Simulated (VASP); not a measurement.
# TlBr (Pm-3m) in VASP: notebook, part 3 of 4

VASP 6.6.1.

### Step 6. Vibrations by perturbation theory, PBEsol

This run uses another cell than the first one, of 29.99 Å³/atom, 1.031 times its volume.

Contents of INCAR:

```
SYSTEM = TlBr
PREC = Accurate
ENCUT = 500
EDIFF = 1E-8
ISMEAR = 0
SIGMA = 0.01
LREAL = .FALSE.
LASPH = .TRUE.
NELM = 120
ALGO = Normal
ISIF = 2
LWAVE = .FALSE.
LCHARG = .FALSE.
GGA = PS
NBANDS = 17
IBRION = 8
NSW = 1
LEPSILON = .TRUE.
GGA_COMPAT = .FALSE.
```

Contents of KPOINTS:

```
Automatic mesh
0
Gamma
  6 6 6
  0.5 0.5 0.5
```

Contents of POSCAR:

```
TlBr
1.0
    3.9145313394      0.0000000000      0.0000000000
    0.0000000000      3.9145313394      0.0000000000
    0.0000000000      0.0000000000      3.9145313394
Tl Br
1 1
Direct
    0.0000000000      0.0000000000      0.0000000000
    0.5000000000      0.5000000000      0.5000000000
```

Potentials or basis: VASP PAW PBE potentials, release 64 (Tl_d, Br).

The run is started by

```bash
$ cat potpaw_PBE.64/Tl_d/POTCAR potpaw_PBE.64/Br/POTCAR > POTCAR
$ mpirun -np 1 vasp_std > vasp.out
```

OUTCAR:

```text
SYSTEM = TlBr
   PREC = Accurate
   ENCUT = 500
   EDIFF = 1E-8
   ISMEAR = 0
   LREAL = .FALSE.
   LASPH = .TRUE.
   NELM = 120
   ISIF = 2
   GGA = PS
   IBRION = 8
   NSW = 1
   LEPSILON = .TRUE.

 ion  position               nearest neighbor table
   1  0.000  0.000  0.000-   2 3.39   2 3.39   2 3.39   2 3.39   2 3.39   2 3.39   2 3.39   2 3.39

   2  0.500  0.500  0.500-   1 3.39   1 3.39   1 3.39   1 3.39   1 3.39   1 3.39   1 3.39   1 3.39

  LATTYP: Found a simple cubic cell.
 ALAT       =     3.9145313394

  Lattice vectors:

 A1 = (   3.9145313394,   0.0000000000,   0.0000000000)
 A2 = (   0.0000000000,   3.9145313394,   0.0000000000)
 A3 = (   0.0000000000,   0.0000000000,   3.9145313394)

Analysis of symmetry for initial positions (statically):
=====================================================================
 Subroutine PRICEL returns:
 Original cell was already a primitive cell.

 Routine SETGRP: Setting up the symmetry group for a
 simple cubic supercell.

 Subroutine GETGRP returns: Found 48 space group operations
 (whereof 48 operations were pure point group operations)
 out of a pool of 48 trial point group operations.

The static configuration has the point symmetry O_h .

Analysis of symmetry for dynamics (positions and initial velocities):
=====================================================================
 Subroutine PRICEL returns:
 Original cell was already a primitive cell.

 Routine SETGRP: Setting up the symmetry group for a
 simple cubic supercell.

 Subroutine GETGRP returns: Found 48 space group operations
 (whereof 48 operations were pure point group operations)
 out of a pool of 48 trial point group operations.

The dynamic configuration has the point symmetry O_h .

 Subroutine INISYM returns: Found 48 space group operations
 (whereof 48 operations are pure point group operations),
 and found     1 'primitive' translations

----------------------------------------------------------------------------------------

                                     Primitive cell

  volume of cell :      59.9845

  direct lattice vectors                    reciprocal lattice vectors
     3.914531339  0.000000000  0.000000000     0.255458422  0.000000000  0.000000000
     0.000000000  3.914531339  0.000000000     0.000000000  0.255458422  0.000000000
     0.000000000  0.000000000  3.914531339     0.000000000  0.000000000  0.255458422

  length of vectors
     3.914531339  3.914531339  3.914531339     0.255458422  0.255458422  0.255458422

  position of ions in fractional coordinates (direct lattice)
     0.000000000  0.000000000  0.000000000
     0.500000000  0.500000000  0.500000000
[... 374 lines left out ...]
    -0.00082  0.00000  0.00000
     0.00000 -0.00082  0.00000
     0.00000 -0.00000  0.00197

--------------------------------------- Ionic step        4  -------------------------------------------

------------------------ aborting loop because EDIFF is reached ----------------------------------------

[... ionic steps 5 to 6 ...]

--------------------------------------- Ionic step        7  -------------------------------------------

 Free energy of the ion-electron system (eV)
  ---------------------------------------------------
  ---------------------------------------------------
  free energy    TOTEN  =        -0.14146757 eV

  energy without entropy =       -0.14146757

------------------------ aborting loop because EDIFF is reached ----------------------------------------

 INTERNAL STRAIN TENSOR  FOR ION    2  DIRECTION 1   (eV/Angst):
 -----------------------------------------------------------------------------
    -0.01766  0.00000  0.00000
     0.00000  0.01646 -0.00000
     0.00000 -0.00000  0.01646

 MACROSCOPIC STATIC DIELECTRIC TENSOR (including local field effects in DFT)
 ------------------------------------------------------
           6.596928    -0.000000     0.000000
           0.000000     6.596928     0.000000
           0.000000     0.000000     6.596928
 ------------------------------------------------------

 PIEZOELECTRIC TENSOR (including local field effects)  for field in x, y, z        (e  Angst)
          XX          YY          ZZ          XY          YZ          ZX
  --------------------------------------------------------------------------------
  x     0.00000     0.00000     0.00000     0.00000     0.00000     0.00000
  y     0.00000     0.00000     0.00000     0.00000     0.00000     0.00000
  z     0.00000     0.00000     0.00000     0.00000     0.00000     0.00000

 PIEZOELECTRIC TENSOR (including local field effects)  for field in x, y, z        (C/m^2)
          XX          YY          ZZ          XY          YZ          ZX
  --------------------------------------------------------------------------------
  x     0.00000     0.00000     0.00000     0.00000     0.00000     0.00000
  y     0.00000     0.00000     0.00000     0.00000     0.00000     0.00000
  z     0.00000     0.00000     0.00000     0.00000     0.00000     0.00000

 BORN EFFECTIVE CHARGES (including local field effects) (in |e|, cummulative output)
 ---------------------------------------------------------------------------------
 ion    1
    1     2.17071    -0.00000    -0.00000
    2    -0.00000     2.17071    -0.00000
    3     0.00000    -0.00000     2.17071
 ion    2
    1    -2.17071     0.00000     0.00000
    2     0.00000    -2.17071     0.00000
    3    -0.00000     0.00000    -2.17071

 INTERNAL STRAIN TENSOR FOR ION    2 for displacements in x,y,z  (eV/Angst):
          X           Y           Z          XY          YZ          ZX
  --------------------------------------------------------------------------------
  x     0.00000     0.00000     0.00000     0.00000     0.00000     0.00000
  y     0.00000     0.00000     0.00000     0.00000     0.00000     0.00000
  z     0.00000     0.00000     0.00000     0.00000     0.00000     0.00000

 SECOND DERIVATIVES (NOT SYMMETRIZED)
 ------------------------------------
               1X          1Y          1Z          2X          2Y          2Z
  1X    -0.316690   -0.000000   -0.000000    0.316690    0.000000    0.000000
  1Y     0.000000   -0.316690   -0.000000   -0.000000    0.316690    0.000000
  1Z    -0.000000    0.000000   -0.316690    0.000000   -0.000000    0.316690
  2X     0.329839    0.000000    0.000000   -0.329839   -0.000000    0.000000
  2Y     0.000000    0.329839    0.000000   -0.000000   -0.329839   -0.000000
  2Z    -0.000000    0.000000    0.329839    0.000000    0.000000   -0.329839

 Eigenvectors and eigenvalues of the dynamical matrix
 ----------------------------------------------------

   1 f  =    1.178000 THz     7.401592 2PiTHz   39.293851 cm-1     4.871814 meV
             X         Y         Z           dx          dy          dz
      0.000000  0.000000  0.000000     0.473631   -0.220534    0.000000
      1.957266  1.957266  1.957266    -0.772980    0.359917    0.000000
[... 21 lines left out ...]
   6 f/i=    0.010674 THz     0.067064 2PiTHz    0.356034 cm-1     0.044143 meV
             X         Y         Z           dx          dy          dz
      0.000000  0.000000  0.000000     0.052153    0.326002   -0.786156
      1.957266  1.957266  1.957266     0.031956    0.199752   -0.481705

--------------------------------------------------------------------------------------------------------

 MACROSCOPIC STATIC DIELECTRIC TENSOR IONIC CONTRIBUTION
 ------------------------------------------------------
          43.962605    -0.000000     0.000000
          -0.000000    43.962605    -0.000000
           0.000000    -0.000000    43.962605
 ------------------------------------------------------

 ELASTIC MODULI CONTR FROM IONIC RELAXATION (kBar)
 Direction    XX          YY          ZZ          XY          YZ          ZX
 --------------------------------------------------------------------------------
 XX           0.0000      0.0000      0.0000      0.0000      0.0000      0.0000
 YY           0.0000      0.0000      0.0000      0.0000      0.0000      0.0000
 ZZ           0.0000      0.0000      0.0000      0.0000      0.0000      0.0000
 XY           0.0000      0.0000      0.0000      0.0000      0.0000      0.0000
 YZ           0.0000      0.0000      0.0000      0.0000      0.0000      0.0000
 ZX           0.0000      0.0000      0.0000      0.0000      0.0000      0.0000
 --------------------------------------------------------------------------------

 PIEZOELECTRIC TENSOR IONIC CONTR  for field in x, y, z        (C/m^2)
          XX          YY          ZZ          XY          YZ          ZX
  --------------------------------------------------------------------------------
  x     0.00000     0.00000     0.00000     0.00000     0.00000     0.00000
  y     0.00000     0.00000     0.00000     0.00000     0.00000     0.00000
  z     0.00000     0.00000     0.00000     0.00000     0.00000     0.00000
```

stdout:

```text
POSCAR found type information on POSCAR TlBr
 POSCAR found :  2 types and       2 ions
 scaLAPACK will be used
 -----------------------------------------------------------------------------
|                                                                             |
|                                                                             |
|     You enforced a specific xc type in the INCAR file but a different       |
[... 39 lines left out ...]
 force on displaced ion       1 direction 1 :  -0.317   0.000  -0.000
 Born effective charge ion    1 direction 1 :   2.173   0.000   0.000
 Linear response progress:
 first order change of Fermi-energy  -0.24138E-02
 force on displaced ion       2 direction 1 :  -0.330  -0.000   0.000
 Born effective charge ion    2 direction 1 :  -2.169   0.000   0.000
 Born effective charges drift removed
 Linear response finished
```

It took 2 min on 1 thread of Intel Xeon 6975P-C (Granite Rapids), shared host; peak memory 0.21 GiB.

Results:

- Electronic dielectric tensor (diagonal): 6.60
- Born charges (mean of the diagonal): Tl +2.17; Br -2.17 e
- Highest phonon frequency at Γ, LO-TO splitting left out: 39 cm⁻¹

Phonon frequencies in cm⁻¹ (negative: imaginary):
```csv
q point,frequencies
"(0.000, 0.000, 0.000)",0 0 0 39 39 39
```

Electronic dielectric tensor:
```
6.60 0.00 0.00
0.00 6.60 0.00
0.00 0.00 6.60
```

Born effective charge tensors (e):
atom 1, Tl
```
2.17 0.00 0.00
0.00 2.17 0.00
0.00 0.00 2.17
```
atom 2, Br
```
-2.17  0.00  0.00
 0.00 -2.17  0.00
 0.00  0.00 -2.17
```

Caveat: the PAW data sets were made with another functional, which shifts forces and pressure a little; spin-orbit coupling is left out, which moves the levels of the heavy elements.

(Part 3 of 4 ends here.)
